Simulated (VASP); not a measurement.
# Mg (Fd-3m) in VASP: further runs, part 2 of 2

VASP 6.6.1.

## Step 3: Single point, PBE

This run uses another cell than the first one, of 22.33 Å³/atom, 0.739 times its volume.

The input, INCAR:

```
SYSTEM = Mg
ALGO = Normal ; EDIFF = 1E-6
ENCUT = 520 ; GGA = PE
ISIF = 2 ; ISMEAR = 0
LASPH = .TRUE. ; LCHARG = .FALSE.
LREAL = .FALSE. ; LWAVE = .FALSE.
NBANDS = 9 ; NELM = 80
PREC = Accurate ; SIGMA = 0.1
```

The input, KPOINTS:

```
k-points
0
G
  6 6 6
  0 0 0
```

The input, POSCAR:

```
Mg
1.0
    0.0000000000      2.8157928823      2.8157928823
    2.8157928823      0.0000000000      2.8157928823
    2.8157928823      2.8157928823      0.0000000000
Mg
2
Direct
    0.0000000000      0.0000000000      0.0000000000
    0.2500000000      0.2500000000      0.2500000000
```

Potentials or basis: VASP PAW PBE potentials, release 64 (Mg).

Started as:

```
> cat potpaw_PBE.64/Mg/POTCAR > POTCAR
> mpirun -np 1 vasp_std > vasp.out
```

OUTCAR:

```text
SYSTEM = Mg
   EDIFF = 1E-6
   ENCUT = 520
   GGA = PE
   ISIF = 2
   ISMEAR = 0
   LASPH = .TRUE.
   LREAL = .FALSE.
   NELM = 80
   PREC = Accurate

 ion  position               nearest neighbor table
   1  0.000  0.000  0.000-   2 2.44   2 2.44   2 2.44   2 2.44
   2  0.250  0.250  0.250-   1 2.44   1 2.44   1 2.44   1 2.44

  LATTYP: Found a face centered cubic cell.
 ALAT       =     5.6315857646

  Lattice vectors:

 A1 = (   0.0000000000,   2.8157928823,   2.8157928823)
 A2 = (   2.8157928823,   0.0000000000,   2.8157928823)
 A3 = (   2.8157928823,   2.8157928823,   0.0000000000)

Analysis of symmetry for initial positions (statically):
=====================================================================
 Subroutine PRICEL returns:
 Original cell was already a primitive cell.

 Routine SETGRP: Setting up the symmetry group for a
 face centered cubic supercell.

 Subroutine GETGRP returns: Found 48 space group operations
 (whereof 24 operations were pure point group operations)
 out of a pool of 48 trial point group operations.

The static configuration has the point symmetry T_d .
 The point group associated with its full space group is O_h .

Analysis of symmetry for dynamics (positions and initial velocities):
=====================================================================
 Subroutine PRICEL returns:
 Original cell was already a primitive cell.

 Routine SETGRP: Setting up the symmetry group for a
 face centered cubic supercell.

 Subroutine GETGRP returns: Found 48 space group operations
 (whereof 24 operations were pure point group operations)
 out of a pool of 48 trial point group operations.

The dynamic configuration has the point symmetry T_d .
 The point group associated with its full space group is O_h .

 Subroutine INISYM returns: Found 48 space group operations
 (whereof 24 operations are pure point group operations),
 and found     1 'primitive' translations

----------------------------------------------------------------------------------------

                                     Primitive cell
[... 108 lines left out ...]
   LHFCALC =     F    Hartree Fock is set to
   AEXX    =    0.0000 exact exchange contribution
   IVDW    =     0    specifies the selected vdW correction
   LEPSILON=     F    determine dielectric tensor
   LRPA    =     F    only Hartree local field effects (RPA)
 non-spin polarized calculation
 Gauss-broadening in eV      SIGMA  =   0.10
  energy-cutoff  :      520.00
  volume of cell :       44.65
 maximum number of plane-waves:      1243
 NGX is ok and might be reduce to    30
   NGX = 15   NGY = 15   NGZ = 15

 number of electron       4.0000000 magnetization

 Free energy of the ion-electron system (eV)
  ---------------------------------------------------
  ext. energy  EPLUGINS =         0.00000000
  ---------------------------------------------------
  free energy    TOTEN  =         0.02174839 eV

  energy without entropy =        0.02757746  energy(sigma->0) =        0.02466292

 E-fermi :   2.6200     XC(G=0):  -8.4666

 val. band max:        2.5534052179   @ k =   0.5000   0.3333   0.1667
 cond. band min:       2.7445755725   @ k =   0.5000   0.3333   0.1667
 fundamental gap:      0.1911703547
 Fermi energy:         2.6199748210

 k-point     1 :       0.0000    0.0000    0.0000
  band No.  band energies     occupation
      1      -4.3727      2.00000
      2       7.5687      0.00000
      3       7.5687      0.00000
      4       7.5687      0.00000
      5       8.4217      0.00000
      6       8.4217      0.00000
      7       8.4217      0.00000
      8      11.5736      0.00000
      9      11.5736      0.00000
[... 169 lines left out ...]
 k-point    16 :      -0.3333    0.5000    0.1667
  band No.  band energies     occupation
      1       0.6127      2.00000
      2       0.6127      2.00000
      3       2.3383      1.99993
      4       2.3383      1.99993
      5       8.0989      0.00000
      6       8.0989      0.00000
      7      12.2552      0.00000
      8      12.2552      0.00000
      9      16.4687      0.00000

------------------------ aborting loop because EDIFF is reached ----------------------------------------

  FORCE on cell =-STRESS in cart. coord.  units (eV):
  Direction    XX          YY          ZZ          XY          YZ          ZX
  --------------------------------------------------------------------------------------
  -------------------------------------------------------------------------------------
  Total        5.5930062      5.5930062      5.5930062      0.0000000     -0.0000000     -0.0000000
  in kB      200.6890915    200.6890915    200.6890915      0.0000000     -0.0000000     -0.0000000
  external PRESSURE =     200.6890915 kB  Pullay stress =       0.0000000 kB

 VOLUME and BASIS-vectors are now :
 -----------------------------------------------------------------------------
  energy-cutoff  :      520.00
  volume of cell :       44.65
      direct lattice vectors                 reciprocal lattice vectors
     0.000000000  2.815792882  2.815792882    -0.177569879  0.177569879  0.177569879
     2.815792882  0.000000000  2.815792882     0.177569879 -0.177569879  0.177569879
     2.815792882  2.815792882  0.000000000     0.177569879  0.177569879 -0.177569879

 POSITION                                       TOTAL-FORCE (eV/Angst)
 -----------------------------------------------------------------------------------
      0.00000      0.00000      0.00000        -0.000000      0.000000     -0.000000
      1.40790      1.40790      1.40790         0.000000      0.000000      0.000000
 -----------------------------------------------------------------------------------
    total drift:                               -0.000000     -0.000000     -0.000000

  FREE ENERGIE OF THE ION-ELECTRON SYSTEM (eV)
  ---------------------------------------------------
  free  energy   TOTEN  =         0.0217483877 eV

  energy  without entropy=        0.0275774578  energy(sigma->0) =        0.02466292
```

OSZICAR:

```text
N       E                     dE             d eps       ncg     rms          rms(c)
DAV:   1     0.367837478325E+01    0.36784E+01   -0.14502E+03   288   0.312E+02
DAV:   2     0.420295057514E-01   -0.36363E+01   -0.35810E+01   399   0.293E+01
DAV:   3    -0.931844149989E-02   -0.51348E-01   -0.51261E-01   376   0.322E+00
DAV:   4    -0.948119244399E-02   -0.16275E-03   -0.16274E-03   374   0.175E-01
DAV:   5    -0.948186646048E-02   -0.67402E-06   -0.67404E-06   359   0.104E-02    0.586E-01
DAV:   6     0.980802780322E-02    0.19290E-01   -0.40806E-03   327   0.210E-01    0.370E-01
DAV:   7     0.217779158517E-01    0.11970E-01   -0.12116E-02   307   0.358E-01    0.318E-02
DAV:   8     0.217487351037E-01   -0.29181E-04   -0.21128E-04   337   0.726E-02    0.501E-03
DAV:   9     0.217483877226E-01   -0.34738E-06   -0.12615E-06   359   0.579E-03
   1 F= 0.21748388E-01 E0= 0.24662923E-01  d E =-.582907E-02
```

It took 3.1 s on 1 thread of Intel Xeon 6975P-C (Granite Rapids), shared host; peak memory 0.15 GiB.

Results:

```
Free energy            : 0.0217 eV
Pressure               : 20.1 GPa
Band gap on the k mesh : zero (band 2 reaches 7.57 eV, above the bottom of band 3 at 1.40 eV)
```

Levels at points of the mesh, in eV from the Fermi level:
| k point | band 1 | band 2 | band 3 | band 4 | band 5 | band 6 | band 7 |
| --- | --- | --- | --- | --- | --- | --- | --- |
| (0.00, 0.00, 0.00) | -6.99 | 4.95 | 4.95 | 4.95 | 5.80 | 5.80 | 5.80 |
| (0.50, 0.00, 0.00) | -3.89 | -3.11 | 3.83 | 3.83 | 5.25 | 5.25 | 6.68 |
| (0.50, 0.50, 0.00) | -2.43 | -2.43 | 1.43 | 1.43 | 2.88 | 2.88 | 13.06 |

## Step 4: Single point, PBE

This run uses another cell than the first one, of 26.82 Å³/atom, 0.887 times its volume.

The input, INCAR:

```
PREC = Accurate
ENCUT = 520
EDIFF = 1E-6
ISMEAR = 0
SIGMA = 0.1
LREAL = F
LASPH = T
NELM = 100
ALGO = Normal
ISIF = 2
LWAVE = F
LCHARG = F
GGA = PE
NBANDS = 9
```

The input, KPOINTS:

```
regular mesh
0
Gamma
  6 6 6
```

The input, POSCAR:

```
Mg
1.0
    0.0000000000      2.9934759267      2.9934759267
    2.9934759267      0.0000000000      2.9934759267
    2.9934759267      2.9934759267      0.0000000000
Mg
2
Direct
    0.0000000000      0.0000000000      0.0000000000
    0.2500000000      0.2500000000      0.2500000000
```

Started as:

```
> cat potpaw_PBE.64/Mg/POTCAR > POTCAR
> mpirun -np 1 vasp_std > vasp.out
```

Run time: 2.9 s. Hardware: 1 thread of Intel Xeon 6975P-C (Granite Rapids), shared host; peak memory 0.17 GiB.

Results (log left out):

```yaml
Free_energy: -0.7900 eV
Pressure: 10.0 GPa
Band_gap_on_the_k_mesh: zero (band 2 reaches 5.99 eV, above the bottom of band 3 at 0.70 eV)
```

Levels at points of the mesh, in eV from the Fermi level:
```csv
k point,band 1,band 2,band 3,band 4,band 5,band 6,band 7
"(0.00, 0.00, 0.00)",-6.24,4.35,4.35,4.35,5.30,5.30,5.30
"(0.50, 0.00, 0.00)",-3.64,-2.64,3.29,3.29,5.01,5.01,5.70
"(0.50, 0.50, 0.00)",-2.25,-2.25,1.27,1.27,2.75,2.75,11.90
```

## Step 5: Single point, PBE

This run uses another cell than the first one, of 31.08 Å³/atom, 1.028 times its volume.

The input, INCAR:

```
ALGO = Normal
EDIFF = 1E-6
ENCUT = 520
GGA = PE
ISIF = 2
ISMEAR = 0
LASPH = T
LCHARG = T
LELF = T
LREAL = F
LVHAR = T
LWAVE = F
NBANDS = 9
NELM = 60
PREC = Accurate
SIGMA = 0.1
```

The input, KPOINTS:

```
k-points
0
Gamma
  6 6 6
```

The input, POSCAR:

```
Mg
1.0
    0.0000000000      3.1440389982      3.1440389982
    3.1440389982      0.0000000000      3.1440389982
    3.1440389982      3.1440389982      0.0000000000
Mg
2
Direct
    0.0000000000      0.0000000000      0.0000000000
    0.2500000000      0.2500000000      0.2500000000
```

Started as:

```
> cat potpaw_PBE.64/Mg/POTCAR > POTCAR
> mpirun -np 1 vasp_std > vasp.out
```

Wall time 4.7 s (1 thread of Intel Xeon 6975P-C (Granite Rapids), shared host); peak memory 0.19 GiB.

It converged, with:

```
Free energy            : -1.1772 eV
Pressure               : 5.0 GPa
Band gap on the k mesh : zero (band 2 reaches 4.90 eV, above the bottom of band 3 at 0.26 eV)
```

Levels at points of the mesh, in eV from the Fermi level:
| k point | band 1 | band 2 | band 3 | band 4 | band 5 | band 6 |
| --- | --- | --- | --- | --- | --- | --- |
| (0.00, 0.00, 0.00) | -5.76 | 3.86 | 3.86 | 3.86 | 4.86 | 4.86 |
| (0.50, 0.00, 0.00) | -3.51 | -2.37 | 2.86 | 2.86 | 4.74 | 4.74 |
| (0.50, 0.50, 0.00) | -2.19 | -2.19 | 1.11 | 1.11 | 2.60 | 2.60 |

## Step 6: Single point, PBE

This run uses another cell than the first one, of 41.60 Å³/atom, 1.376 times its volume.

The input, INCAR:

```
SYSTEM = Mg
PREC = Accurate
ENCUT = 520
EDIFF = 1E-7
ISMEAR = 0
SIGMA = 0.1
LREAL = .False.
LASPH = .True.
NELM = 80
ALGO = Normal
ISIF = 2
LWAVE = .False.
LCHARG = .True.
GGA = PE
LELF = .True.
LVHAR = .True.
NBANDS = 9
```

The input, KPOINTS:

```
Automatic mesh
0
Gamma
  6 6 6
  0 0 0
```

The input, POSCAR:

```
Mg
1.0
    0.0000000000      3.4650591165      3.4650591165
    3.4650591165      0.0000000000      3.4650591165
    3.4650591165      3.4650591165      0.0000000000
Mg
2
Direct
    0.0000000000      0.0000000000      0.0000000000
    0.2500000000      0.2500000000      0.2500000000
```

Potentials or basis: VASP PAW PBE potentials, release 64 (Mg).

Started as:

```
> cat potpaw_PBE.64/Mg/POTCAR > POTCAR
> mpirun -np 1 vasp_std > vasp.out
```

OUTCAR:

```text
SYSTEM = Mg
   PREC = Accurate
   ENCUT = 520
   EDIFF = 1E-7
   ISMEAR = 0
   LREAL = .False.
   LASPH = .True.
   NELM = 80
   ISIF = 2
   GGA = PE

 ion  position               nearest neighbor table
   1  0.000  0.000  0.000-   2 3.00   2 3.00   2 3.00   2 3.00
   2  0.250  0.250  0.250-   1 3.00   1 3.00   1 3.00   1 3.00

  LATTYP: Found a face centered cubic cell.
 ALAT       =     6.9301182330

  Lattice vectors:

 A1 = (   0.0000000000,   3.4650591165,   3.4650591165)
 A2 = (   3.4650591165,   0.0000000000,   3.4650591165)
 A3 = (   3.4650591165,   3.4650591165,   0.0000000000)

Analysis of symmetry for initial positions (statically):
=====================================================================
 Subroutine PRICEL returns:
 Original cell was already a primitive cell.

 Routine SETGRP: Setting up the symmetry group for a
 face centered cubic supercell.

 Subroutine GETGRP returns: Found 48 space group operations
 (whereof 24 operations were pure point group operations)
 out of a pool of 48 trial point group operations.

The static configuration has the point symmetry T_d .
 The point group associated with its full space group is O_h .

Analysis of symmetry for dynamics (positions and initial velocities):
=====================================================================
 Subroutine PRICEL returns:
 Original cell was already a primitive cell.

 Routine SETGRP: Setting up the symmetry group for a
 face centered cubic supercell.

 Subroutine GETGRP returns: Found 48 space group operations
 (whereof 24 operations were pure point group operations)
 out of a pool of 48 trial point group operations.

The dynamic configuration has the point symmetry T_d .
 The point group associated with its full space group is O_h .

 Subroutine INISYM returns: Found 48 space group operations
 (whereof 24 operations are pure point group operations),
 and found     1 'primitive' translations

----------------------------------------------------------------------------------------
[... 109 lines left out ...]
   GGA     = PE    functional components
   LHFCALC =     F    Hartree Fock is set to
   AEXX    =    0.0000 exact exchange contribution
   IVDW    =     0    specifies the selected vdW correction
   LEPSILON=     F    determine dielectric tensor
   LRPA    =     F    only Hartree local field effects (RPA)
 non-spin polarized calculation
 Gauss-broadening in eV      SIGMA  =   0.10
  energy-cutoff  :      520.00
  volume of cell :       83.21
 maximum number of plane-waves:      2272
   NGX = 19   NGY = 19   NGZ = 19

 number of electron       4.0000000 magnetization

 Free energy of the ion-electron system (eV)
  ---------------------------------------------------
  ext. energy  EPLUGINS =         0.00000000
  ---------------------------------------------------
  free energy    TOTEN  =        -1.42764571 eV

  energy without entropy =       -1.41258113  energy(sigma->0) =       -1.42011342

 E-fermi :   0.1032     XC(G=0):  -6.5799

 val. band max:        0.1013213785   @ k =   0.3333   0.1667   0.0000
 cond. band min:       0.1791043100   @ k =  -0.3333   0.5000   0.1667
 fundamental gap:      0.0777829315
 Fermi energy:         0.1032228353

 k-point     1 :       0.0000    0.0000    0.0000
  band No.  band energies     occupation
      1      -4.8317      2.00000
      2       3.1325      0.00000
      3       3.1325      0.00000
      4       3.1325      0.00000
      5       4.1961      0.00000
      6       4.1961      0.00000
      7       4.1961      0.00000
      8       5.5275      0.00000
      9       6.6480      0.00000
[... 169 lines left out ...]
 k-point    16 :      -0.3333    0.5000    0.1667
  band No.  band energies     occupation
      1      -1.8788      2.00000
      2      -1.8788      2.00000
      3       0.1791      0.28321
      4       0.1791      0.28321
      5       4.0205      0.00000
      6       4.0205      0.00000
      7       6.8306      0.00000
      8       6.8306      0.00000
      9       9.6129      0.00000

------------------------ aborting loop because EDIFF is reached ----------------------------------------

  FORCE on cell =-STRESS in cart. coord.  units (eV):
  Direction    XX          YY          ZZ          XY          YZ          ZX
  --------------------------------------------------------------------------------------
  -------------------------------------------------------------------------------------
  Total       -0.0116446     -0.0116446     -0.0116446      0.0000000     -0.0000000     -0.0000000
  in kB       -0.2242201     -0.2242201     -0.2242201      0.0000000     -0.0000000     -0.0000000
  external PRESSURE =      -0.2242201 kB  Pullay stress =       0.0000000 kB

 VOLUME and BASIS-vectors are now :
 -----------------------------------------------------------------------------
  energy-cutoff  :      520.00
  volume of cell :       83.21
      direct lattice vectors                 reciprocal lattice vectors
     0.000000000  3.465059116  3.465059116    -0.144297682  0.144297682  0.144297682
     3.465059116  0.000000000  3.465059116     0.144297682 -0.144297682  0.144297682
     3.465059116  3.465059116  0.000000000     0.144297682  0.144297682 -0.144297682

 POSITION                                       TOTAL-FORCE (eV/Angst)
 -----------------------------------------------------------------------------------
      0.00000      0.00000      0.00000        -0.000000     -0.000000     -0.000000
      1.73253      1.73253      1.73253         0.000000      0.000000      0.000000
 -----------------------------------------------------------------------------------
    total drift:                                0.000000      0.000000      0.000000

  FREE ENERGIE OF THE ION-ELECTRON SYSTEM (eV)
  ---------------------------------------------------
  free  energy   TOTEN  =        -1.4276457113 eV

  energy  without entropy=       -1.4125811342  energy(sigma->0) =       -1.42011342
```

It took 5.4 s on 1 thread of Intel Xeon 6975P-C (Granite Rapids), shared host; peak memory 0.2 GiB.

Results:

| Property | Result |
| --- | --- |
| Free energy | -1.4276 eV |
| Pressure | 0.0 GPa |
| Band gap on the k mesh | zero (band 2 reaches 3.13 eV, above the bottom of band 3 at -0.40 eV) |

## Step 7: Overview

```tsv
task	cell	cutoff (eV)	gap on the mesh (eV)	pressure (GPa)
relaxation of cell and atoms	relaxed to 20 GPa from a = 4.405 Å, angles 60.0°, 2 atoms	600	none	20.0
single point	a = 3.982 Å, angles 60.0°, 2 atoms	520	none	20.1
single point	a = 4.233 Å, angles 60.0°, 2 atoms	520	none	10.0
single point	a = 4.446 Å, angles 60.0°, 2 atoms	520	none	5.0
single point	a = 4.900 Å, angles 60.0°, 2 atoms	520	none	0.0
```

Alike in all rows: level PBE; potentials or basis VASP PAW PBE potentials, release 64 (Mg); no spin polarisation; k mesh 6 × 6 × 6; smearing gaussian 0.1 eV.

Caveats: the cell is relaxed towards a set pressure, so the enthalpy falls and the energy may rise (some runs); the volume moved by over 15 % at a fixed basis, so the end points are rough (some runs).

Absolute energies hang on the potentials; compare differences alone.
